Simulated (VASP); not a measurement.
# MnO2 (P4_2/mnm) in VASP: single point with PBE

Aim: the single point of MnO2 with PBE.

Program: VASP 6.6.1. These are calculated values, not measurements. Logs are shortened: lines on timing, memory, paths and dates and some standing lists are left out, and cuts for length are marked.

## (1) The cell of the first run

Symmetry: P4_2/mnm, No. 136, tetragonal system. The conventional cell has a = 4.398 Å, b = 4.398 Å, c = 2.856 Å, α = 90.00°, β = 90.00°, γ = 90.00°. Within 2.5 Å of Mn (site symmetry mmm) lie 6 O at 1.88 to 1.90 Å. Within 2.5 Å of O (site symmetry m2m) lie 3 Mn at 1.88 to 1.90 Å and 1 O at 2.43 Å.

## (2) Single point, PBE, collinear spin, ferromagnetic start (9.21 Å³/atom)

INCAR

```
PREC     = Accurate       # precision mode
ENCUT    = 520            # plane-wave cutoff, eV
EDIFF    = 1E-7           # SCF threshold, eV
ISMEAR   = 0              # smearing method
SIGMA    = 0.1            # smearing width, eV
LREAL    = False          # projectors in reciprocal space
LASPH    = True           # aspherical terms in the spheres
NELM     = 150            # most SCF steps
ALGO     = Normal         # electronic algorithm
ISIF     = 2              # what is computed and relaxed
LWAVE    = False          # write WAVECAR
LCHARG   = False          # write CHGCAR
ISPIN    = 2              # spin polarisation
MAGMOM   = 2.63 2.63 0 0 0 0 # initial moments
LORBIT   = 11             # projections on sites
LMAXMIX  = 4              # l up to which the mixer works
GGA      = PE             # functional
NBANDS   = 38             # bands
```

KPOINTS

```
regular mesh
0
Gamma
  8 8 12
```

POSCAR

```
MnO2
1.0
    4.3982435354      0.0000000000      0.0000000000
    0.0000000000      4.3982435354      0.0000000000
    0.0000000000      0.0000000000      2.8563987883
Mn O
2 4
Direct
    0.0000000000      0.0000000000      0.0000000000
    0.5000000000      0.5000000000      0.5000000000
    0.3046731183      0.3046731183      0.0000000000
    0.1953268817      0.8046731183      0.5000000000
    0.6953268817      0.6953268817      0.0000000000
    0.8046731183      0.1953268817      0.5000000000
```

Potentials or basis: VASP PAW PBE potentials, release 64 (Mn_pv, O).

The run is started by

```bash
cat potpaw_PBE.64/Mn_pv/POTCAR potpaw_PBE.64/O/POTCAR > POTCAR
mpirun -np 1 vasp_std > vasp.out
```

OUTCAR:

```text
PREC = Accurate
   ENCUT = 520
   EDIFF = 1E-7
   ISMEAR = 0
   LREAL = False
   LASPH = True
   NELM = 150
   ISIF = 2
   ISPIN = 2
   LORBIT = 11
   GGA = PE

 ion  position               nearest neighbor table
   1  0.000  0.000  0.000-   4 1.88   6 1.88   4 1.88   6 1.88   5 1.90   3 1.90
   2  0.500  0.500  0.500-   3 1.88   5 1.88   3 1.88   5 1.88   4 1.90   6 1.90
   3  0.305  0.305  0.000-   2 1.88   2 1.88   1 1.90
   4  0.195  0.805  0.500-   1 1.88   1 1.88   2 1.90
   5  0.695  0.695  0.000-   2 1.88   2 1.88   1 1.90
   6  0.805  0.195  0.500-   1 1.88   1 1.88   2 1.90

  LATTYP: Found a simple tetragonal cell.
 ALAT       =     4.3982435354
 C/A-ratio  =     0.6494407973

  Lattice vectors:

 A1 = (   4.3982435354,   0.0000000000,   0.0000000000)
 A2 = (   0.0000000000,   4.3982435354,   0.0000000000)
 A3 = (   0.0000000000,   0.0000000000,   2.8563987883)

Analysis of symmetry for initial positions (statically):
=====================================================================
 Subroutine PRICEL returns:
 Original cell was already a primitive cell.

 Routine SETGRP: Setting up the symmetry group for a
 simple tetragonal supercell.

 Subroutine GETGRP returns: Found 16 space group operations
 (whereof  8 operations were pure point group operations)
 out of a pool of 16 trial point group operations.

The static configuration has the point symmetry D_2h.
 The point group associated with its full space group is D_4h.

Analysis of symmetry for dynamics (positions and initial velocities):
=====================================================================
 Subroutine PRICEL returns:
 Original cell was already a primitive cell.

 Routine SETGRP: Setting up the symmetry group for a
 simple tetragonal supercell.

 Subroutine GETGRP returns: Found 16 space group operations
 (whereof  8 operations were pure point group operations)
 out of a pool of 16 trial point group operations.

The dynamic configuration has the point symmetry D_2h.
 The point group associated with its full space group is D_4h.

Analysis of structural, dynamic, and magnetic symmetry:
=====================================================================
 Subroutine PRICEL returns:
 Original cell was already a primitive cell.

 Routine SETGRP: Setting up the symmetry group for a
 simple tetragonal supercell.

 Subroutine GETGRP returns: Found 16 space group operations
 (whereof  8 operations were pure point group operations)
 out of a pool of 16 trial point group operations.

The overall configuration has the point symmetry D_2h.
 The point group associated with its full space group is D_4h.

 Subroutine INISYM returns: Found 16 space group operations
 (whereof  8 operations are pure point group operations),
 and found     1 'primitive' translations

----------------------------------------------------------------------------------------

                                     Primitive cell

  volume of cell :      55.2557

  direct lattice vectors                    reciprocal lattice vectors
     4.398243535  0.000000000  0.000000000     0.227363490  0.000000000  0.000000000
     0.000000000  4.398243535  0.000000000     0.000000000  0.227363490  0.000000000
     0.000000000  0.000000000  2.856398788     0.000000000  0.000000000  0.350091172

  length of vectors
     4.398243535  4.398243535  2.856398788     0.227363490  0.227363490  0.350091172

  position of ions in fractional coordinates (direct lattice)
     0.000000000  0.000000000  0.000000000
     0.500000000  0.500000000  0.500000000
     0.304673118  0.304673118  0.000000000
     0.195326882  0.804673118  0.500000000
     0.695326882  0.695326882  0.000000000
     0.804673118  0.195326882  0.500000000

  ion indices of the primitive-cell ions
   primitive index   ion index
                 1           1
                 2           2
                 3           3
                 4           4
                 5           5
                 6           6

----------------------------------------------------------------------------------------

 KPOINTS: regular mesh

Automatic generation of k-mesh.
 Grid dimensions read from file:
 generate k-points for:    8    8   12

 Generating k-lattice:

  Cartesian coordinates                     Fractional coordinates (reciprocal lattice)
     0.028420436  0.000000000  0.000000000     0.125000000  0.000000000  0.000000000
     0.000000000  0.028420436  0.000000000     0.000000000  0.125000000  0.000000000
     0.000000000  0.000000000  0.029174264     0.000000000  0.000000000  0.083333333

  Length of vectors
     0.028420436  0.028420436  0.029174264

  Shift w.r.t. Gamma in fractional coordinates (k-lattice)
     0.000000000  0.000000000  0.000000000

 Subroutine IBZKPT returns following result:
 ===========================================

 Found    105 irreducible k-points:

 Following reciprocal coordinates:
            Coordinates               Weight
  0.000000  0.000000  0.000000      1.000000
  0.125000  0.000000  0.000000      4.000000
  0.250000  0.000000  0.000000      4.000000
  0.375000  0.000000  0.000000      4.000000
  0.500000  0.000000  0.000000      2.000000
  0.125000  0.125000  0.000000      4.000000
[... 16 lines left out ...]
  0.375000  0.125000  0.083333     16.000000
  0.500000  0.125000  0.083333      8.000000
 [... further k-points ...]
   k-points           NKPTS =    105   k-points in BZ     NKDIM =    105   number of bands    NBANDS=     38
   number of dos      NEDOS =    301   number of ions     NIONS =      6
   total plane-waves  NPLWV =  31104
   dimension x,y,z NGX =    36 NGY =   36 NGZ =   24
   dimension x,y,z NGXF=    72 NGYF=   72 NGZF=   48
   ions per type =               2   4
   NGX,Y,Z   is equivalent  to a cutoff of  13.61, 13.61, 13.97 a.u.
   NGXF,Y,Z  is equivalent  to a cutoff of  27.21, 27.21, 27.94 a.u.
 SYSTEM =  unknown system
   PREC   = accura    normal or accurate (medium, high low for compatibility)
   ISTART =      0    job   : 0-new  1-cont  2-samecut
   ICHARG =      2    charge: 1-file 2-atom 10-const
   ISPIN  =      2    spin polarized calculation?
   LNONCOLLINEAR =      F non collinear calculations
   LSORBIT =      F    spin-orbit coupling
   LASPH  =      T    aspherical Exc in radial PAW
   ENCUT  =  520.0 eV  38.22 Ry    6.18 a.u.   8.18  8.18  5.31*2*pi/ulx,y,z
   NELM   =    150;   NELMIN=  2; NELMDL= -5     # of ELM steps
   EDIFF  = 0.1E-06   stopping-criterion for ELM
   LREAL  =      F    real-space projection
   EDIFFG = 0.1E-05   stopping-criterion for IOM
   NSW    =      0    number of steps for IOM
   IBRION =     -1    ionic relax: 0-MD 1-quasi-New 2-CG
   NFREE  =      0    steps in history (QN), initial steepest desc. (CG)
   ISIF   =      2    stress and relaxation
   ISYM   =      2    0-nonsym 1-usesym 2-fastsym
   POTIM  = 0.5000    time-step for ionic-motion
   TEBEG  =    0.0;   TEEND  =   0.0 temperature during run
   PSTRESS=    0.0 pullay stress
   NELECT =      50.0000    total number of electrons
   NUPDOWN=      -1.0000    fix difference up-down
   EMIN   =  10.00;   EMAX   =-10.00  energy-range for DOS
   EFERMI =   0.00;   METHOD = LEGACY
   ISMEAR =     0;   SIGMA  =   0.10  broadening in eV -4-tet -1-fermi 0-gaus
   EFERMI_NEDOS =   21; number of points for ismear=-14 and -15
   IALGO  =     38    algorithm
   IMIX   =      4    mixing-type and parameters
     AMIX     =   0.40;   BMIX     =  1.00
     AMIX_MAG =   1.60;   BMIX_MAG =  1.00
  volume/ion in A,a.u.               =       9.21        62.15
  Fermi-wavevector in a.u.,A,eV,Ry     =   1.583455  2.992296 34.114289  2.507329
  Thomas-Fermi vector in A             =   2.683223
   LORBIT       =     11    0 simple, 1 ext, 2 COOP (PROOUT), +10 PAW based schemes
   GGA     = PE    functional components
   LHFCALC =     F    Hartree Fock is set to
   AEXX    =    0.0000 exact exchange contribution
   IVDW    =     0    specifies the selected vdW correction
   LEPSILON=     F    determine dielectric tensor
   LRPA    =     F    only Hartree local field effects (RPA)
 spin polarized calculation
 Gauss-broadening in eV      SIGMA  =   0.10
  energy-cutoff  :      520.00
  volume of cell :       55.26
 maximum number of plane-waves:      1514
 NGX is ok and might be reduce to    36
   NGX = 17   NGY = 17   NGZ = 11

 number of electron      49.9999972 magnetization       5.9943887

 Free energy of the ion-electron system (eV)
  ---------------------------------------------------
  ext. energy  EPLUGINS =         0.00000000
  ---------------------------------------------------
  free energy    TOTEN  =       -47.67013936 eV

  energy without entropy =      -47.66885655  energy(sigma->0) =      -47.66949795

 E-fermi :   5.5496     XC(G=0): -12.0494

 val. band max:        5.5228258032   @ k =   0.0000   0.0000   0.0833
 cond. band min:       5.5801838586   @ k =   0.0000   0.0000   0.0000
 fundamental gap:      0.0573580554
 Fermi energy:         5.5496139718

 spin component 1

 k-point     1 :       0.0000    0.0000    0.0000
  band No.  band energies     occupation
      1     -45.2874      1.00000
      2     -45.2797      1.00000
      3     -45.2198      1.00000
      4     -45.2198      1.00000
      5     -45.1345      1.00000
      6     -45.1345      1.00000
[... 29 lines left out ...]
     36      19.1500      0.00000
     37      20.2846      0.00000

 k-point     2 :       0.1250    0.0000    0.0000
  band No.  band energies     occupation
      1     -45.2871      1.00000
      2     -45.2800      1.00000
      3     -45.2196      1.00000
      4     -45.2196      1.00000
      5     -45.1348      1.00000
      6     -45.1348      1.00000
[... 872 lines left out ...]
 k-point    24 :       0.5000    0.1250    0.0833
  band No.  band energies     occupation
      1     -45.2913      1.00000
      2     -45.2913      1.00000
      3     -45.2171      1.00000
      4     -45.2171      1.00000
      5     -45.1358      1.00000
      6     -45.1358      1.00000
[... 29 lines left out ...]
     36      18.2602      0.00000
     37      20.9743      0.00000

 [... further k-points ...]

 spin component 2

 k-point     1 :       0.0000    0.0000    0.0000
  band No.  band energies     occupation
      1     -42.3220      1.00000
      2     -42.3125      1.00000
      3     -42.2581      1.00000
      4     -42.2581      1.00000
      5     -42.1604      1.00000
      6     -42.1604      1.00000
[... 29 lines left out ...]
     36      20.0704      0.00000
     37      20.7169      0.00000

 k-point     2 :       0.1250    0.0000    0.0000
  band No.  band energies     occupation
      1     -42.3217      1.00000
      2     -42.3128      1.00000
      3     -42.2578      1.00000
      4     -42.2577      1.00000
      5     -42.1609      1.00000
      6     -42.1609      1.00000
[... 872 lines left out ...]
 k-point    24 :       0.5000    0.1250    0.0833
  band No.  band energies     occupation
      1     -42.3264      1.00000
      2     -42.3264      1.00000
      3     -42.2543      1.00000
      4     -42.2543      1.00000
      5     -42.1624      1.00000
      6     -42.1624      1.00000
[... 29 lines left out ...]
     36      18.8998      0.00000
     37      21.3997      0.00000

 [... further k-points ...]

 [bands above 37 left out]

------------------------ aborting loop because EDIFF is reached ----------------------------------------

  FORCE on cell =-STRESS in cart. coord.  units (eV):
  Direction    XX          YY          ZZ          XY          YZ          ZX
  --------------------------------------------------------------------------------------
  -------------------------------------------------------------------------------------
  Total        2.8367663      2.8367663      2.9389492     -0.0000000      0.0000000      0.0000000
  in kB       82.2539476     82.2539476     85.2168103     -0.0000000      0.0000000      0.0000000
  external PRESSURE =      83.2415685 kB  Pullay stress =       0.0000000 kB

 VOLUME and BASIS-vectors are now :
 -----------------------------------------------------------------------------
  energy-cutoff  :      520.00
  volume of cell :       55.26
      direct lattice vectors                 reciprocal lattice vectors
     4.398243535  0.000000000  0.000000000     0.227363490  0.000000000  0.000000000
     0.000000000  4.398243535  0.000000000     0.000000000  0.227363490  0.000000000
     0.000000000  0.000000000  2.856398788     0.000000000  0.000000000  0.350091172

 POSITION                                       TOTAL-FORCE (eV/Angst)
 -----------------------------------------------------------------------------------
      0.00000      0.00000      0.00000        -0.000000     -0.000000      0.000000
      2.19912      2.19912      1.42820        -0.000000     -0.000000      0.000000
      1.34003      1.34003      0.00000        -0.020496     -0.020496      0.000000
      0.85910      3.53915      1.42820         0.020496     -0.020496      0.000000
      3.05822      3.05822      0.00000         0.020496      0.020496     -0.000000
      3.53915      0.85910      1.42820        -0.020496      0.020496     -0.000000
 -----------------------------------------------------------------------------------
    total drift:                               -0.000000      0.000000     -0.000000

  FREE ENERGIE OF THE ION-ELECTRON SYSTEM (eV)
  ---------------------------------------------------
  free  energy   TOTEN  =       -47.6701393609 eV

  energy  without entropy=      -47.6688565469  energy(sigma->0) =      -47.66949795

 total charge

# of ion       s       p       d       tot
------------------------------------------
    1        0.357   6.474   4.907  11.737
    2        0.357   6.474   4.907  11.737
    3        1.569   3.470   0.000   5.039
    4        1.569   3.470   0.000   5.039
    5        1.569   3.470   0.000   5.039
    6        1.569   3.470   0.000   5.039
--------------------------------------------------
tot          6.990  26.828   9.813  43.631

 magnetization (x)

# of ion       s       p       d       tot
------------------------------------------
    1        0.017   0.029   2.641   2.687
    2        0.017   0.029   2.641   2.687
    3        0.001   0.099   0.000   0.100
    4        0.001   0.099   0.000   0.100
    5        0.001   0.099   0.000   0.100
    6        0.001   0.099   0.000   0.100
--------------------------------------------------
tot          0.038   0.455   5.281   5.774
```

It took 4.1 min on 1 thread of Intel Xeon Platinum 8488C (Sapphire Rapids), shared host; peak memory 0.41 GiB.

Results:

```yaml
Free_energy: -47.6701 eV
Pressure: 8.3 GPa
Largest_force: 0.029 eV/Å
Band_gap_on_the_k_mesh: zero (filled and empty bands overlap)
Net_moment: 5.99 μB per cell
Site_moments: Mn +2.69; O +0.10 μB
Valence_electrons_inside_the_program's_atomic_spheres: Mn 11.74; O 5.04
```

Forces on the atoms (eV/Å):
```
Mn   0.000  0.000  0.000
Mn   0.000  0.000  0.000
O   -0.020 -0.020  0.000
O    0.020 -0.020  0.000
O    0.020  0.020  0.000
O   -0.020  0.020  0.000
```

Levels at points of the mesh, in eV from the Fermi level:
Spin up:
```
           k point  band 24  band 25  band 26  band 27  band 28  band 29  band 30  band 31  band 32  band 33
(0.00, 0.00, 0.00)    -1.76    -1.32    -1.32    -0.75    -0.19    -0.18     2.73     2.73     3.47     7.66
(0.50, 0.00, 0.00)    -1.72    -1.45    -1.45    -0.75    -0.75     2.22     2.22     2.49     2.49    10.03
(0.50, 0.50, 0.00)    -2.61    -2.23    -2.23    -0.09    -0.09     1.48     1.48     2.70     2.70    11.30
(0.00, 0.00, 0.50)    -2.23    -1.17    -1.17    -0.23    -0.23     1.29     1.29     1.75     1.75    12.47
(0.50, 0.00, 0.50)    -2.23    -2.06    -2.06    -0.11    -0.11     0.24     0.24     3.27     3.27    12.32
(0.50, 0.50, 0.50)    -2.24    -1.12    -1.12    -0.81    -0.81     1.77     1.77     1.94     1.94    11.63
```
Spin down:
```tsv
k point	band 18	band 19	band 20	band 21	band 22	band 23	band 24	band 25	band 26	band 27
(0.00, 0.00, 0.00)	-3.47	-1.70	-1.01	-1.01	-0.42	0.03	0.35	0.50	0.50	0.71
(0.50, 0.00, 0.00)	-4.06	-2.91	-2.91	-1.26	-1.26	0.73	0.73	1.11	1.11	1.83
(0.50, 0.50, 0.00)	-2.94	-2.57	-2.57	-2.00	-2.00	0.06	0.06	0.51	0.51	2.22
(0.00, 0.00, 0.50)	-4.23	-3.16	-3.16	-2.46	-2.46	1.07	1.07	1.36	1.36	2.08
(0.50, 0.00, 0.50)	-3.91	-3.03	-3.03	-1.62	-1.62	0.22	0.22	1.08	1.08	1.95
(0.50, 0.50, 0.50)	-4.20	-1.93	-1.93	-1.53	-1.53	1.04	1.04	1.12	1.12	1.52
```

Caveat: the cell stands under pressure; semilocal functionals often make such compounds metallic where correlation or magnetic order opens a gap, which also shifts bond lengths; only a ferromagnetic start was run, and an antiferromagnetic order may lie lower in energy.
